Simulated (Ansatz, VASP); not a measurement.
## SnSe: VASP beside Ansatz

File INCAR:

```
SYSTEM = SnSe
PREC = Accurate
ENCUT = 520
EDIFF = 1E-7
ISMEAR = -1
SIGMA = 0.05
LREAL = .False.
LASPH = .True.
NELM = 80
ALGO = Normal
ISIF = 2
LWAVE = .False.
LCHARG = .False.
GGA = RP
IVDW = 12
NBANDS = 50
```

Contents of KPOINTS:

```
Automatic mesh
0
Gamma
  3 6 6
  0 0 0
```

File POSCAR:

```
SnSe
1.0
   11.1868733615      0.0000000000      0.0000000000
    0.0000000000      4.1044657955      0.0000000000
    0.0000000000      0.0000000000      4.3689540449
Sn Se
4 4
Direct
    0.8770000000      0.7500000000      0.9090000000
    0.6230000000      0.2500000000      0.4090000000
    0.3770000000      0.7500000000      0.5910000000
    0.1230000000      0.2500000000      0.0910000000
    0.6430000000      0.7500000000      0.9840000000
    0.8570000000      0.2500000000      0.4840000000
    0.1430000000      0.7500000000      0.5160000000
    0.3570000000      0.2500000000      0.0160000000
```

Contents of input.yaml:

```yaml
crystal:
  lattice:
    - [11.1868733615, 0.0, 0.0]
    - [0.0, 4.1044657955, 0.0]
    - [0.0, 0.0, 4.3689540449]
  atoms:
    - { symbol: Sn, position: [0.877, 0.75, 0.909] }
    - { symbol: Sn, position: [0.623, 0.25, 0.409] }
    - { symbol: Sn, position: [0.377, 0.75, 0.591] }
    - { symbol: Sn, position: [0.123, 0.25, 0.091] }
    - { symbol: Se, position: [0.643, 0.75, 0.984] }
    - { symbol: Se, position: [0.857, 0.25, 0.484] }
    - { symbol: Se, position: [0.143, 0.75, 0.516] }
    - { symbol: Se, position: [0.357, 0.25, 0.016] }
hamiltonian:
  xc: rpbe
  pseudopotentials: { kind: paw }
  dispersion: d3bj
kpoints:
  mp_grid: { grid: [3, 6, 6] }
scf:
  occupations: { method: fermi_dirac, width: 0.05 }
output:
  forces: true
  stress: true
  eigenvalues: true
```

Alike in both runs: task single point; functional RPBE; dispersion D3(BJ); k mesh 3 × 6 × 6; occupations fermi-dirac, width 0.05 eV; no spin polarisation.

|  | VASP | Ansatz |
| --- | --- | --- |
| version | VASP 6.6.1 | Ansatz 0.2.0 |
| potentials or method | VASP PAW PBE potentials, release 64 (Sn_d, Se) | Ansatz PAW |
| plane-wave cutoff (eV) | 520 | 420 |
| valence electrons in the cell | 80 | 120 |

VASP gave:

| Item | Value |
| --- | --- |
| gap on the k mesh at the Fermi level (eV) | 0.57 |
| least direct gap on the mesh (eV) | 0.75 |
| pressure (GPa) | -7.3 |
| traceless stress, the component that is largest in VASP (GPa) | 2.76 |
| rms of the force components (eV/Å) | 0.439 |

Q: Estimate Ansatz's values.

A: gap on the k mesh at the Fermi level (eV): 0.57; least direct gap on the mesh (eV): 0.75; pressure (GPa): -7.3; traceless stress, the component that is largest in VASP (GPa): 2.73; rms of the force components (eV/Å): 0.428.

VASP's potentials were made for PBE, not for RPBE. Atom by atom the forces differ by 0.011 eV/Å (rms over components). VASP's potentials hold 80 valence electrons a cell and Ansatz's 120, so a difference there can come from the potentials and not from the codes.

Noted on Ansatz's run: odd divisions of the mesh miss points on the zone boundary, where band edges often lie, so the gap on the mesh can be too wide.
